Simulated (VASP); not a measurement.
Write the native input for VASP 6.6.1 that does the following.

| Item | Value |
| --- | --- |
| Task | electric field gradients |
| Functional | PBEsol |
| Potentials or basis | VASP PAW PBE potentials, release 64 (Mg, B) |
| Cutoff | 520 eV |
| k mesh | 15 × 15 × 12 |
| Occupations | fermi-dirac, width 0.15 eV |
| Spin | no spin polarisation |
| Dipole correction | no |
| Further INCAR settings | ALGO = Normal; EDIFF = 1e-08; NBANDS = 11 |

The structure of MgB2 lies in POSCAR:

```
MgB2
1.0
    3.0642156131      0.0000000000      0.0000000000
   -1.5321078066      2.6536885636      0.0000000000
    0.0000000000      0.0000000000      3.4984914478
Mg B
1 2
Direct
    0.0000000000      0.0000000000      0.0000000000
    0.3333333333      0.6666666667      0.5000000000
    0.6666666667      0.3333333333      0.5000000000
```

These files were run (other wordings do the same):

INCAR

```
PREC = Accurate
ENCUT = 520
EDIFF = 1E-8
ISMEAR = -1
SIGMA = 0.15
LREAL = F
LASPH = T
NELM = 100
ALGO = Normal
ISIF = 2
LWAVE = F
LCHARG = F
GGA = PS
LEFG = T
NBANDS = 11
```

KPOINTS

```
Automatic mesh
0
Gamma
  15 15 12
```

Potentials or basis: VASP PAW PBE potentials, release 64 (Mg, B).

Launch:

```bash
$ cat potpaw_PBE.64/Mg/POTCAR potpaw_PBE.64/B/POTCAR > POTCAR
$ mpirun -np 1 vasp_std > vasp.out
```

Results of the run:

```yaml
Pressure: 0.0 GPa
Band_gap_on_the_k_mesh: zero (band 4 reaches 7.17 eV, above the bottom of band 5 at 3.29 eV)
```

Caveat: without QUAD_EFG the Cq values of the log hold for a quadrupole moment of 1 mb, not for the nuclei; the PAW data sets were made with another functional, which shifts forces and pressure a little.

Run time: 57 s on 1 thread of Intel Xeon 8259CL (shared host), peak memory 0.19 GiB.
